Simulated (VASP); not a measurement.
# TaN (C2/m) in VASP: a series of runs

TaN is run at these levels: PBE; tasks: single point.

Everything below comes from runs of VASP 6.6.1. Logs are shortened: lines on timing, memory, paths and dates and some standing lists are left out, and cuts for length are marked.

### 1 The cell of the first run

Symmetry: C2/m, No. 12, monoclinic system. Conventional cell: a = 4.416 Å, b = 4.416 Å, c = 4.416 Å, α = 90.00°, β = 90.00°, γ = 90.00°. Within 2.7 Å of Ta (site symmetry m) lie 6 N at 2.07 to 2.37 Å. N (site symmetry m) has 6 Ta at 2.07 to 2.37 Å and 1 N at 2.58 Å within 2.7 Å.

### 2 Single point, PBE (mode 1 frozen in at -0.273 Å and mode 2 at -0.119 Å (largest displacements))

File INCAR:

```
  PREC = Accurate
  ENCUT = 520
  EDIFF = 1E-6
  ISMEAR = 0
  SIGMA = 0.15
  LREAL = False
  LASPH = True
  NELM = 100
  ALGO = Normal
  ISIF = 2
  LWAVE = False
  LCHARG = True
  GGA = PE
  LELF = True
  LVHAR = True
  NBANDS = 24
```

File KPOINTS:

```
Automatic mesh
0
Gamma
  14 14 10
```

File POSCAR:

```
TaN
1.0
    0.0000000000     -2.2081122572     -2.2081122572
    0.0000000000      2.2081122572     -2.2081122572
    4.4162245144      0.0000000000      0.0000000000
Ta N
2 2
Direct
    0.5242747680      0.4757252320     -0.0273545735
   -0.0242747680      0.0242747680      0.5273545735
    0.4729406873      0.5270593127      0.4381824907
    0.0270593127     -0.0270593127      0.0618175093
```

Potentials or basis: VASP PAW PBE potentials, release 64 (Ta_pv, N).

Started as:

```bash
cat potpaw_PBE.64/Ta_pv/POTCAR potpaw_PBE.64/N/POTCAR > POTCAR
mpirun -np 1 vasp_std > vasp.out
```

OUTCAR:

```text
PREC = Accurate
   ENCUT = 520
   EDIFF = 1E-6
   ISMEAR = 0
   LREAL = False
   LASPH = True
   NELM = 100
   ISIF = 2
   GGA = PE

 ion  position               nearest neighbor table
   1  0.524  0.476  0.973-   3 2.07   4 2.23   4 2.24   4 2.24   4 2.26   3 2.37   2 2.80   2 2.96
                             2 2.96   2 3.12   2 3.16   2 3.30   2 3.30   2 3.45
   2  0.976  0.024  0.527-   4 2.07   3 2.23   3 2.24   3 2.24   3 2.26   4 2.37   1 2.80   1 2.96
                             1 2.96   1 3.12   1 3.16   1 3.30   1 3.30   1 3.45
   3  0.473  0.527  0.438-   1 2.07   2 2.23   2 2.24   2 2.24   2 2.26   1 2.37
   4  0.027  0.973  0.062-   2 2.07   1 2.23   1 2.24   1 2.24   1 2.26   2 2.37

  LATTYP: Found a simple tetragonal cell.
 ALAT       =     3.1227423014
 C/A-ratio  =     1.4142135624

  Lattice vectors:

 A1 = (   0.0000000000,  -2.2081122572,  -2.2081122572)
 A2 = (   0.0000000000,   2.2081122572,  -2.2081122572)
 A3 = (   4.4162245144,   0.0000000000,   0.0000000000)

Analysis of symmetry for initial positions (statically):
=====================================================================
 Subroutine PRICEL returns:
 Original cell was already a primitive cell.

 Routine SETGRP: Setting up the symmetry group for a
 simple tetragonal supercell.

 Subroutine GETGRP returns: Found  4 space group operations
 (whereof  2 operations were pure point group operations)
 out of a pool of 16 trial point group operations.

The static configuration has the point symmetry C_1h.
 The point group associated with its full space group is C_2h.

Analysis of symmetry for dynamics (positions and initial velocities):
=====================================================================
 Subroutine PRICEL returns:
 Original cell was already a primitive cell.

 Routine SETGRP: Setting up the symmetry group for a
 simple tetragonal supercell.

 Subroutine GETGRP returns: Found  4 space group operations
 (whereof  2 operations were pure point group operations)
 out of a pool of 16 trial point group operations.

The dynamic configuration has the point symmetry C_1h.
 The point group associated with its full space group is C_2h.

 Subroutine INISYM returns: Found  4 space group operations
 (whereof  2 operations are pure point group operations),
 and found     1 'primitive' translations

----------------------------------------------------------------------------------------

                                     Primitive cell

  volume of cell :      43.0649

  direct lattice vectors                    reciprocal lattice vectors
     0.000000000 -2.208112257 -2.208112257     0.000000000 -0.226437763 -0.226437763
     0.000000000  2.208112257 -2.208112257     0.000000000  0.226437763 -0.226437763
     4.416224514  0.000000000  0.000000000     0.226437763  0.000000000  0.000000000

  length of vectors
     3.122742301  3.122742301  4.416224514     0.320231355  0.320231355  0.226437763

  position of ions in fractional coordinates (direct lattice)
     0.524274768  0.475725232  0.972645427
     0.975725232  0.024274768  0.527354573
     0.472940687  0.527059313  0.438182491
     0.027059313  0.972940687  0.061817509

  ion indices of the primitive-cell ions
   primitive index   ion index
                 1           1
                 2           2
                 3           3
                 4           4

----------------------------------------------------------------------------------------

 KPOINTS: Automatic mesh

Automatic generation of k-mesh.
 Grid dimensions read from file:
 generate k-points for:   14   14   10

 Generating k-lattice:

  Cartesian coordinates                     Fractional coordinates (reciprocal lattice)
     0.000000000 -0.016174126 -0.016174126     0.071428571  0.000000000  0.000000000
     0.000000000  0.016174126 -0.016174126     0.000000000  0.071428571  0.000000000
     0.022643776  0.000000000  0.000000000     0.000000000  0.000000000  0.100000000

  Length of vectors
     0.022873668  0.022873668  0.022643776

  Shift w.r.t. Gamma in fractional coordinates (k-lattice)
     0.000000000  0.000000000  0.000000000

 Subroutine IBZKPT returns following result:
 ===========================================

 Found    534 irreducible k-points:

 Following reciprocal coordinates:
            Coordinates               Weight
  0.000000  0.000000  0.000000      1.000000
  0.071429  0.000000  0.000000      4.000000
  0.142857  0.000000  0.000000      4.000000
  0.214286  0.000000  0.000000      4.000000
  0.285714  0.000000  0.000000      4.000000
  0.357143  0.000000  0.000000      4.000000
[... 16 lines left out ...]
 -0.142857  0.142857  0.000000      2.000000
  0.214286  0.142857  0.000000      4.000000
 [... further k-points ...]
   k-points           NKPTS =    534   k-points in BZ     NKDIM =    534   number of bands    NBANDS=     24
   number of dos      NEDOS =    301   number of ions     NIONS =      4
   total plane-waves  NPLWV =  20736
   dimension x,y,z NGX =    24 NGY =   24 NGZ =   36
   dimension x,y,z NGXF=    48 NGYF=   48 NGZF=   72
   ions per type =               2   2
   NGX,Y,Z   is equivalent  to a cutoff of  12.78, 12.78, 13.55 a.u.
   NGXF,Y,Z  is equivalent  to a cutoff of  25.55, 25.55, 27.10 a.u.
 SYSTEM =  unknown system
   PREC   = accura    normal or accurate (medium, high low for compatibility)
   ISTART =      0    job   : 0-new  1-cont  2-samecut
   ICHARG =      2    charge: 1-file 2-atom 10-const
   ISPIN  =      1    spin polarized calculation?
   LNONCOLLINEAR =      F non collinear calculations
   LSORBIT =      F    spin-orbit coupling
   LASPH  =      T    aspherical Exc in radial PAW
   ENCUT  =  520.0 eV  38.22 Ry    6.18 a.u.   5.81  5.81  8.21*2*pi/ulx,y,z
   NELM   =    100;   NELMIN=  2; NELMDL= -5     # of ELM steps
   EDIFF  = 0.1E-05   stopping-criterion for ELM
   LREAL  =      F    real-space projection
   EDIFFG = 0.1E-04   stopping-criterion for IOM
   NSW    =      0    number of steps for IOM
   IBRION =     -1    ionic relax: 0-MD 1-quasi-New 2-CG
   NFREE  =      0    steps in history (QN), initial steepest desc. (CG)
   ISIF   =      2    stress and relaxation
   ISYM   =      2    0-nonsym 1-usesym 2-fastsym
   POTIM  = 0.5000    time-step for ionic-motion
   TEBEG  =    0.0;   TEEND  =   0.0 temperature during run
   PSTRESS=    0.0 pullay stress
   NELECT =      32.0000    total number of electrons
   NUPDOWN=      -1.0000    fix difference up-down
   EMIN   =  10.00;   EMAX   =-10.00  energy-range for DOS
   EFERMI =   0.00;   METHOD = LEGACY
   ISMEAR =     0;   SIGMA  =   0.15  broadening in eV -4-tet -1-fermi 0-gaus
   EFERMI_NEDOS =   21; number of points for ismear=-14 and -15
   IALGO  =     38    algorithm
   IMIX   =      4    mixing-type and parameters
     AMIX     =   0.40;   BMIX     =  1.00
     AMIX_MAG =   1.60;   BMIX_MAG =  1.00
  volume/ion in A,a.u.               =      10.77        72.65
  Fermi-wavevector in a.u.,A,eV,Ry     =   1.482804  2.802093 29.915225  2.198707
  Thomas-Fermi vector in A             =   2.596544
   LORBIT       =      0    0 simple, 1 ext, 2 COOP (PROOUT), +10 PAW based schemes
   GGA     = PE    functional components
   LHFCALC =     F    Hartree Fock is set to
   AEXX    =    0.0000 exact exchange contribution
   IVDW    =     0    specifies the selected vdW correction
   LEPSILON=     F    determine dielectric tensor
   LRPA    =     F    only Hartree local field effects (RPA)
 non-spin polarized calculation
 Gauss-broadening in eV      SIGMA  =   0.15
  energy-cutoff  :      520.00
  volume of cell :       43.06
 maximum number of plane-waves:      1208
   NGX = 11   NGY = 11   NGZ = 17

 number of electron      32.0000005 magnetization

 Free energy of the ion-electron system (eV)
  ---------------------------------------------------
  ext. energy  EPLUGINS =         0.00000000
  ---------------------------------------------------
  free energy    TOTEN  =       -43.58036191 eV

  energy without entropy =      -43.56590008  energy(sigma->0) =      -43.57313099

 E-fermi :   8.8326     XC(G=0): -13.3656

 val. band max:        8.8322899552   @ k =   0.0714  -0.4286   0.4000
 cond. band min:       8.8333215918   @ k =   0.0714  -0.2143   0.2000
 fundamental gap:      0.0010316366
 Fermi energy:         8.8326433539

 k-point     1 :       0.0000    0.0000    0.0000
  band No.  band energies     occupation
      1     -27.1509      2.00000
      2     -26.7725      2.00000
      3     -26.7666      2.00000
      4     -26.4927      2.00000
      5     -26.4744      2.00000
      6     -26.3157      2.00000
[... 16 lines left out ...]
     23      12.5876      0.00000
     24      12.8189      0.00000

 k-point     2 :       0.0714    0.0000    0.0000
  band No.  band energies     occupation
      1     -27.1415      2.00000
      2     -26.7905      2.00000
      3     -26.7634      2.00000
      4     -26.5069      2.00000
      5     -26.4830      2.00000
      6     -26.3234      2.00000
[... 16 lines left out ...]
     23      12.5863      0.00000
     24      12.8396      0.00000

 k-point     3 :       0.1429    0.0000    0.0000
  band No.  band energies     occupation
      1     -27.1148      2.00000
      2     -26.8462      2.00000
      3     -26.7474      2.00000
      4     -26.5657      2.00000
      5     -26.4917      2.00000
      6     -26.3430      2.00000
[... 16 lines left out ...]
     23      12.7306      0.00000
     24      12.8494      0.00000
[... 514 lines left out ...]
 k-point    23 :      -0.1429    0.1429    0.0000
  band No.  band energies     occupation
      1     -27.0807      2.00000
      2     -26.8574      2.00000
      3     -26.7925      2.00000
      4     -26.6092      2.00000
      5     -26.5193      2.00000
      6     -26.3791      2.00000
[... 16 lines left out ...]
     23      12.8754      0.00000
     24      13.1974      0.00000

 k-point    24 :       0.2143    0.1429    0.0000
  band No.  band energies     occupation
      1     -27.0473      2.00000
      2     -26.9135      2.00000
      3     -26.7838      2.00000
      4     -26.6992      2.00000
      5     -26.5454      2.00000
      6     -26.3828      2.00000
[... 16 lines left out ...]
     23      12.9906      0.00000
     24      13.9877      0.00000

 [... further k-points ...]
[... 5 lines left out ...]
  --------------------------------------------------------------------------------------
  -------------------------------------------------------------------------------------
  Total        6.6731679     -1.1128724     -2.3541099     -0.4579805      0.0000000      0.0000000
  in kB      248.2671140    -41.4030690    -87.5818031    -17.0386079      0.0000000      0.0000000
  external PRESSURE =      39.7607473 kB  Pullay stress =       0.0000000 kB

 VOLUME and BASIS-vectors are now :
 -----------------------------------------------------------------------------
  energy-cutoff  :      520.00
  volume of cell :       43.06
      direct lattice vectors                 reciprocal lattice vectors
     0.000000000 -2.208112257 -2.208112257     0.000000000 -0.226437763 -0.226437763
     0.000000000  2.208112257 -2.208112257     0.000000000  0.226437763 -0.226437763
     4.416224514  0.000000000  0.000000000     0.226437763  0.000000000  0.000000000

 POSITION                                       TOTAL-FORCE (eV/Angst)
 -----------------------------------------------------------------------------------
      4.29542     -0.10720     -2.20811        -0.558225     -0.029415      0.000000
      2.32892     -2.10091     -2.20811         0.558225      0.029415      0.000000
      1.93511      0.11950     -2.20811         2.040441     -0.570668      0.000000
      0.27300      2.08861     -2.20811        -2.040441      0.570668      0.000000
 -----------------------------------------------------------------------------------
    total drift:                               -0.000000      0.000000     -0.000000

  FREE ENERGIE OF THE ION-ELECTRON SYSTEM (eV)
  ---------------------------------------------------
  free  energy   TOTEN  =       -43.5803619064 eV

  energy  without entropy=      -43.5659000798  energy(sigma->0) =      -43.57313099
```

It took 2.3 min on 1 thread of Intel Xeon 6975P-C (Granite Rapids), shared host; peak memory 0.53 GiB.

Results:

```
Free energy            : -43.5804 eV
Pressure               : 4.0 GPa
Largest force          : 2.119 eV/Å
Band gap on the k mesh : zero (band 16 reaches 10.30 eV, above the bottom of band 17 at 7.77 eV)
```

Forces in eV/Å, atoms in the order of the input:
```
Ta  -0.558 -0.029  0.000
Ta   0.558  0.029  0.000
N    2.040 -0.571  0.000
N   -2.040  0.571  0.000
```

Caveat: the cell differs from its parent crystal (mode 1 frozen in at -0.273 Å and mode 2 at -0.119 Å (largest displacements)); spin-orbit coupling is left out, which moves the levels of the heavy elements; forces of over 1 eV/Å act on the atoms, so gaps and moduli don't describe the material at rest.

(Continued in part 2 of 2.)
